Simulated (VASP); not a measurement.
# Pb in VASP: a series of runs, part 2 of 2

VASP 6.6.1. Earlier steps stand in the parts before.

**3. Single point, PBE**

Contents of INCAR:

```
PREC = Accurate ; ENCUT = 520
EDIFF = 1E-6 ; ISMEAR = 0
SIGMA = 0.1 ; LREAL = F
LASPH = T ; NELM = 100
ALGO = Normal ; ISIF = 2
LWAVE = F ; LCHARG = F
LDIPOL = T ; IDIPOL = 3
DIPOL = 0.5 0.5 0.294 ; GGA = PE
NBANDS = 21
```

Contents of KPOINTS:

```
Automatic mesh
0
Gamma
  12 12 1
```

Contents of POSCAR:

```
Pb
1.0
    5.1632757951      0.0000002766      0.0000000000
   -2.5816381371      4.4715278670      0.0000000000
    0.0000000000      0.0000000000     23.8000000000
Pb
2
Direct
    0.6666666667      0.3333333333      0.2941176471
    0.3333333333      0.6666666667      0.2941176471
```

Potentials or basis: VASP PAW PBE potentials, release 64 (Pb_d).

Started as:

```
$ cat potpaw_PBE.64/Pb_d/POTCAR > POTCAR
$ mpirun -np 1 vasp_std > vasp.out
```

OUTCAR:

```text
PREC = Accurate
   ENCUT = 520
   EDIFF = 1E-6
   ISMEAR = 0
   LREAL = F
   LASPH = T
   NELM = 100
   ISIF = 2
   GGA = PE

 ion  position               nearest neighbor table
   1  0.667  0.333  0.294-   2 2.98   2 2.98   2 2.98
   2  0.333  0.667  0.294-   1 2.98   1 2.98   1 2.98

  LATTYP: Found a hexagonal cell.
 ALAT       =     5.1632757951
 C/A-ratio  =     4.6094768020

  Lattice vectors:

 A1 = (   5.1632757951,   0.0000002766,   0.0000000000)
 A2 = (  -2.5816381371,   4.4715278670,   0.0000000000)
 A3 = (   0.0000000000,   0.0000000000,  23.8000000000)

Analysis of symmetry for initial positions (statically):
=====================================================================
 Subroutine PRICEL returns:
 Original cell was already a primitive cell.

 Routine SETGRP: Setting up the symmetry group for a
 hexagonal supercell.

 Subroutine GETGRP returns: Found 24 space group operations
 (whereof 12 operations were pure point group operations)
 out of a pool of 24 trial point group operations.

The static configuration has the point symmetry C_6v.
 The point group associated with its full space group is D_6h.

Analysis of symmetry for dynamics (positions and initial velocities):
=====================================================================
 Subroutine PRICEL returns:
 Original cell was already a primitive cell.

 Routine SETGRP: Setting up the symmetry group for a
 hexagonal supercell.

 Subroutine GETGRP returns: Found 24 space group operations
 (whereof 12 operations were pure point group operations)
 out of a pool of 24 trial point group operations.

The dynamic configuration has the point symmetry C_6v.
 The point group associated with its full space group is D_6h.

 Subroutine INISYM returns: Found 24 space group operations
 (whereof 12 operations are pure point group operations),
 and found     1 'primitive' translations

----------------------------------------------------------------------------------------

                                     Primitive cell

  volume of cell :     549.4880

  direct lattice vectors                    reciprocal lattice vectors
     5.163275795  0.000000277  0.000000000     0.193675490  0.111818610  0.000000000
    -2.581638137  4.471527867  0.000000000    -0.000000012  0.223637199  0.000000000
     0.000000000  0.000000000 23.800000000     0.000000000  0.000000000  0.042016807

  length of vectors
     5.163275795  5.163275795 23.800000000     0.223637199  0.223637199  0.042016807

  position of ions in fractional coordinates (direct lattice)
     0.666666667  0.333333333  0.294117647
     0.333333333  0.666666667  0.294117647

  ion indices of the primitive-cell ions
   primitive index   ion index
                 1           1
                 2           2

----------------------------------------------------------------------------------------

 KPOINTS: Automatic mesh

Automatic generation of k-mesh.
 Grid dimensions read from file:
 generate k-points for:   12   12    1

 Generating k-lattice:

  Cartesian coordinates                     Fractional coordinates (reciprocal lattice)
     0.016139624  0.009318218  0.000000000     0.083333333  0.000000000  0.000000000
    -0.000000001  0.018636433  0.000000000    -0.000000000  0.083333333  0.000000000
     0.000000000  0.000000000  0.042016807     0.000000000  0.000000000  1.000000000

  Length of vectors
     0.018636433  0.018636433  0.042016807

  Shift w.r.t. Gamma in fractional coordinates (k-lattice)
     0.000000000  0.000000000  0.000000000

 Subroutine IBZKPT returns following result:
 ===========================================

 Found     19 irreducible k-points:

 Following reciprocal coordinates:
            Coordinates               Weight
  0.000000  0.000000  0.000000      1.000000
  0.083333  0.000000  0.000000      6.000000
  0.166667 -0.000000  0.000000      6.000000
  0.250000 -0.000000  0.000000      6.000000
  0.333333 -0.000000  0.000000      6.000000
  0.416667 -0.000000  0.000000      6.000000
[... 11 lines left out ...]
  0.333333  0.250000  0.000000     12.000000
  0.333333  0.333333  0.000000      2.000000
   k-points           NKPTS =     19   k-points in BZ     NKDIM =     19   number of bands    NBANDS=     21
   number of dos      NEDOS =    301   number of ions     NIONS =      2
   total plane-waves  NPLWV = 288000
   dimension x,y,z NGX =    40 NGY =   40 NGZ =  180
   dimension x,y,z NGXF=    80 NGYF=   80 NGZF=  360
   ions per type =               2
   NGX,Y,Z   is equivalent  to a cutoff of  12.88, 12.88, 12.57 a.u.
   NGXF,Y,Z  is equivalent  to a cutoff of  25.76, 25.76, 25.15 a.u.
 SYSTEM =  unknown system
   PREC   = accura    normal or accurate (medium, high low for compatibility)
   ISTART =      0    job   : 0-new  1-cont  2-samecut
   ICHARG =      2    charge: 1-file 2-atom 10-const
   ISPIN  =      1    spin polarized calculation?
   LNONCOLLINEAR =      F non collinear calculations
   LSORBIT =      F    spin-orbit coupling
   LASPH  =      T    aspherical Exc in radial PAW
   ENCUT  =  520.0 eV  38.22 Ry    6.18 a.u.   9.60  9.60 44.25*2*pi/ulx,y,z
   NELM   =    100;   NELMIN=  2; NELMDL= -5     # of ELM steps
   EDIFF  = 0.1E-05   stopping-criterion for ELM
   LREAL  =      F    real-space projection
   EDIFFG = 0.1E-04   stopping-criterion for IOM
   NSW    =      0    number of steps for IOM
   IBRION =     -1    ionic relax: 0-MD 1-quasi-New 2-CG
   NFREE  =      0    steps in history (QN), initial steepest desc. (CG)
   ISIF   =      2    stress and relaxation
   ISYM   =      2    0-nonsym 1-usesym 2-fastsym
   POTIM  = 0.5000    time-step for ionic-motion
   TEBEG  =    0.0;   TEEND  =   0.0 temperature during run
   PSTRESS=    0.0 pullay stress
   NELECT =      28.0000    total number of electrons
   NUPDOWN=      -1.0000    fix difference up-down
   EMIN   =  10.00;   EMAX   =-10.00  energy-range for DOS
   EFERMI =   0.00;   METHOD = LEGACY
   ISMEAR =     0;   SIGMA  =   0.10  broadening in eV -4-tet -1-fermi 0-gaus
   EFERMI_NEDOS =   21; number of points for ismear=-14 and -15
   IALGO  =     38    algorithm
   IMIX   =      4    mixing-type and parameters
     AMIX     =   0.40;   BMIX     =  1.00
     AMIX_MAG =   1.60;   BMIX_MAG =  1.00
  volume/ion in A,a.u.               =     274.74      1854.06
  Fermi-wavevector in a.u.,A,eV,Ry     =   0.606934  1.146939  5.011962  0.368369
  Thomas-Fermi vector in A             =   1.661210
   LORBIT       =      0    0 simple, 1 ext, 2 COOP (PROOUT), +10 PAW based schemes
   GGA     = PE    functional components
   LHFCALC =     F    Hartree Fock is set to
   AEXX    =    0.0000 exact exchange contribution
   IVDW    =     0    specifies the selected vdW correction
   LEPSILON=     F    determine dielectric tensor
   LRPA    =     F    only Hartree local field effects (RPA)
 non-spin polarized calculation
 Gauss-broadening in eV      SIGMA  =   0.10
  energy-cutoff  :      520.00
  volume of cell :      549.49
 maximum number of plane-waves:     14873
 NGX is ok and might be reduce to    40
   NGX = 19   NGY = 19   NGZ = 89

 dipolmoment           0.000000      0.000000     -0.000000 electrons x Angstroem

 number of electron      28.0000003 magnetization

 dipolmoment           0.000000      0.000000      0.000001 electrons x Angstroem

 Free energy of the ion-electron system (eV)
  ---------------------------------------------------
  ext. energy  EPLUGINS =         0.00000000
  ---------------------------------------------------
  free energy    TOTEN  =        -5.55237766 eV

  energy without entropy =       -5.53448013  energy(sigma->0) =       -5.54342889

 E-fermi :  -3.0483     XC(G=0):  -1.7948

 val. band max:       -3.0823458548   @ k =   0.5000  -0.0000   0.0000
 cond. band min:      -3.0411944924   @ k =   0.5000  -0.0000   0.0000
 fundamental gap:      0.0411513624
 Fermi energy:        -3.0483422143

 k-point     1 :       0.0000    0.0000    0.0000
  band No.  band energies     occupation
      1     -20.1966      2.00000
      2     -20.1408      2.00000
      3     -20.1408      2.00000
      4     -20.0664      2.00000
      5     -20.0664      2.00000
      6     -19.8738      2.00000
[... 430 lines left out ...]
      5     -19.9513      2.00000
      6     -19.9513      2.00000
[... 13 lines left out ...]
     20       2.5764      0.00000
     21       2.5764      0.00000

------------------------ aborting loop because EDIFF is reached ----------------------------------------

 vacuum level on the upper side and lower side of the slab       (xc-potential included)        -0.008        -0.008

  FORCE on cell =-STRESS in cart. coord.  units (eV):
  Direction    XX          YY          ZZ          XY          YZ          ZX
  --------------------------------------------------------------------------------------
  -------------------------------------------------------------------------------------
  Total       -0.0743465     -0.0743465     -0.0300279      0.0000000     -0.0000000     -0.0000000
  in kB       -0.2167768     -0.2167768     -0.0875542      0.0000000     -0.0000000     -0.0000000
  external PRESSURE =      -0.1737026 kB  Pullay stress =       0.0000000 kB

 VOLUME and BASIS-vectors are now :
 -----------------------------------------------------------------------------
  energy-cutoff  :      520.00
  volume of cell :      549.49
      direct lattice vectors                 reciprocal lattice vectors
     5.163275795  0.000000277  0.000000000     0.193675490  0.111818610  0.000000000
    -2.581638137  4.471527867  0.000000000    -0.000000012  0.223637199  0.000000000
     0.000000000  0.000000000 23.800000000     0.000000000  0.000000000  0.042016807

 POSITION                                       TOTAL-FORCE (eV/Angst)
 -----------------------------------------------------------------------------------
      2.58164      1.49051      7.00000         0.000000      0.000000      0.000000
     -0.00000      2.98102      7.00000         0.000000      0.000000      0.000000
 -----------------------------------------------------------------------------------
    total drift:                                0.000000      0.000000      0.000096

  FREE ENERGIE OF THE ION-ELECTRON SYSTEM (eV)
  ---------------------------------------------------
  free  energy   TOTEN  =        -5.5523776597 eV

  energy  without entropy=       -5.5344801289  energy(sigma->0) =       -5.54342889

 vacuum level on the upper side and lower side of the slab         1.262         1.263
```

stdout:

```text
POSCAR found type information on POSCAR Pb
 POSCAR found :  1 types and       2 ions
 scaLAPACK will be used
 LDA part: xc-table for (Slater+PW92), standard interpolation
 POSCAR, INCAR and KPOINTS ok, starting setup
 FFT: planning ... GRIDC
 FFT: planning ... GRID_SOFT
 FFT: planning ... GRID
 WAVECAR not read
 entering main loop
```

It took 7.4 min on 1 thread of Intel Xeon Platinum 8259CL at 2.50GHz (Skylake/Cascade Lake), shared host; peak memory 0.68 GiB.

Results:

* Free energy: -5.5524 eV
* Band gap on the k mesh: zero (band 14 reaches -2.44 eV, above the bottom of band 15 at -3.72 eV)

Levels at points of the mesh, in eV from the Fermi level:
```csv
k point,band 12,band 13,band 14,band 15,band 16,band 17
"(0.00, 0.00, 0.00)",-4.90,-1.30,-0.67,-0.67,3.06,3.06
"(0.50, 0.00, 0.00)",-7.65,-1.72,-0.03,0.01,1.24,4.97
```

Caveat: spin-orbit coupling is left out, which moves the levels of the heavy elements.

**4. Single point, PBE**

This run uses another cell than the first one, of 176.03 Å³/atom, 0.641 times its volume.

Contents of INCAR:

```
SYSTEM = Pb
ALGO = Normal
DIPOL = 0.5 0.5 0.500
EDIFF = 1E-6
ENCUT = 520
GGA = PE
IDIPOL = 3
ISIF = 2
ISMEAR = 0
LASPH = .True.
LCHARG = .False.
LDIPOL = .True.
LREAL = .False.
LWAVE = .False.
NBANDS = 21
NELM = 100
PREC = Accurate
SIGMA = 0.1
```

Contents of KPOINTS:

```
k-points
0
Gamma
  6 6 1
  0 0 0
```

Contents of POSCAR:

```
Pb
1.0
    5.3886230000      0.0000000000      0.0000000000
   -2.6943120000      4.6666850000      0.0000000000
    0.0000000000      0.0000000000     14.0000000000
Pb
2
Direct
    0.6666666700      0.3333333300      0.5000000000
    0.3333333300      0.6666666700      0.5000000000
```

Potentials or basis: VASP PAW PBE potentials, release 64 (Pb_d).

Started as:

```
$ cat potpaw_PBE.64/Pb_d/POTCAR > POTCAR
$ mpirun -np 1 vasp_std > vasp.out
```

OUTCAR:

```text
SYSTEM = Pb
   EDIFF = 1E-6
   ENCUT = 520
   GGA = PE
   ISIF = 2
   ISMEAR = 0
   LASPH = .True.
   LREAL = .False.
   NELM = 100
   PREC = Accurate

 ion  position               nearest neighbor table
   1  0.667  0.333  0.500-   2 3.11   2 3.11   2 3.11
   2  0.333  0.667  0.500-   1 3.11   1 3.11   1 3.11

  LATTYP: Found a hexagonal cell.
 ALAT       =     5.3886230000
 C/A-ratio  =     2.5980663335

  Lattice vectors:

 A1 = (   5.3886230000,   0.0000000000,   0.0000000000)
 A2 = (  -2.6943120000,   4.6666850000,   0.0000000000)
 A3 = (   0.0000000000,   0.0000000000,  14.0000000000)

Analysis of symmetry for initial positions (statically):
=====================================================================
 Subroutine PRICEL returns:
 Original cell was already a primitive cell.

 Routine SETGRP: Setting up the symmetry group for a
 hexagonal supercell.

 Subroutine GETGRP returns: Found 24 space group operations
 (whereof 24 operations were pure point group operations)
 out of a pool of 24 trial point group operations.

The static configuration has the point symmetry D_6h.

Analysis of symmetry for dynamics (positions and initial velocities):
[... 144 lines left out ...]

 val. band max:       -2.2226727944   @ k =   0.5000  -0.0000   0.0000
 cond. band min:      -2.1979574767   @ k =   0.3333   0.0000   0.0000
 fundamental gap:      0.0247153177
 Fermi energy:        -2.2055182715

 k-point     1 :       0.0000    0.0000    0.0000
  band No.  band energies     occupation
      1     -19.2102      2.00000
      2     -19.1063      2.00000
      3     -19.1063      2.00000
      4     -19.0924      2.00000
      5     -19.0924      2.00000
      6     -18.9416      2.00000
[... 157 lines left out ...]
     20       3.1360      0.00000
     21       3.1360      0.00000

------------------------ aborting loop because EDIFF is reached ----------------------------------------

 vacuum level on the upper side and lower side of the slab       (xc-potential included)        -0.134        -0.134

  FORCE on cell =-STRESS in cart. coord.  units (eV):
  Direction    XX          YY          ZZ          XY          YZ          ZX
  --------------------------------------------------------------------------------------
  -------------------------------------------------------------------------------------
  Total       -1.3109937     -1.3109940     -0.0304288      0.0000001      0.0000000      0.0000000
  in kB       -5.9661868     -5.9661883     -0.1384780      0.0000006      0.0000000      0.0000000
  external PRESSURE =      -4.0236177 kB  Pullay stress =       0.0000000 kB

 VOLUME and BASIS-vectors are now :
 -----------------------------------------------------------------------------
  energy-cutoff  :      520.00
  volume of cell :      352.06
      direct lattice vectors                 reciprocal lattice vectors
     5.388623000  0.000000000  0.000000000     0.185576167  0.107142456  0.000000000
    -2.694312000  4.666685000  0.000000000     0.000000000  0.214284872  0.000000000
     0.000000000  0.000000000 14.000000000     0.000000000  0.000000000  0.071428571

 POSITION                                       TOTAL-FORCE (eV/Angst)
 -----------------------------------------------------------------------------------
      2.69431      1.55556      7.00000         0.000000      0.000000      0.000000
     -0.00000      3.11112      7.00000         0.000000     -0.000000      0.000000
 -----------------------------------------------------------------------------------
    total drift:                                0.000000     -0.000000      0.000000

  FREE ENERGIE OF THE ION-ELECTRON SYSTEM (eV)
  ---------------------------------------------------
  free  energy   TOTEN  =        -5.4894059278 eV

  energy  without entropy=       -5.4535333795  energy(sigma->0) =       -5.47146965

 vacuum level on the upper side and lower side of the slab         1.869         1.869
```

stdout:

```text
POSCAR found type information on POSCAR Pb
 POSCAR found :  1 types and       2 ions
 scaLAPACK will be used
 LDA part: xc-table for (Slater+PW92), standard interpolation
 POSCAR, INCAR and KPOINTS ok, starting setup
 FFT: planning ... GRIDC
 FFT: planning ... GRID_SOFT
 FFT: planning ... GRID
 WAVECAR not read
 entering main loop
```

Run time: 1.8 min. Hardware: 1 thread of Intel Xeon Platinum 8259CL at 2.50GHz (Skylake/Cascade Lake), shared host; peak memory 0.41 GiB.

What came out:

```yaml
Free_energy: -5.4894 eV
Band_gap_on_the_k_mesh: zero (band 14 reaches -1.59 eV, above the bottom of band 15 at -2.78 eV)
```

Levels at points of the mesh, in eV from the Fermi level:
```csv
k point,band 12,band 13,band 14,band 15,band 16,band 17
"(0.00, 0.00, 0.00)",-5.39,-1.05,-0.57,-0.57,2.90,2.90
"(0.50, 0.00, 0.00)",-7.52,-1.44,-0.02,0.05,1.18,4.62
```

Caveat: spin-orbit coupling is left out, which moves the levels of the heavy elements.

**5. Overview**

| cell | k mesh | gap on the mesh (eV) |
| --- | --- | --- |
| a = 5.161, b = 5.161, c = 23.800 Å, angles 90.0, 90.0, 120.0°, 2 atoms | 12 × 12 × 1 | none |
| a = 5.163, b = 5.163, c = 23.800 Å, angles 90.0, 90.0, 120.0°, 2 atoms | 12 × 12 × 1 | none |
| a = 5.389, b = 5.389, c = 14.000 Å, angles 90.0, 90.0, 120.0°, 2 atoms | 6 × 6 × 1 | none |

Alike in all rows: task single point; level PBE; potentials or basis VASP PAW PBE potentials, release 64 (Pb_d); no spin polarisation; cutoff (eV) 520; smearing gaussian 0.1 eV.

Caveats: spin-orbit coupling is left out, which moves the levels of the heavy elements.

Total energies depend on the potentials used, so only differences within one code and one set of settings carry meaning.
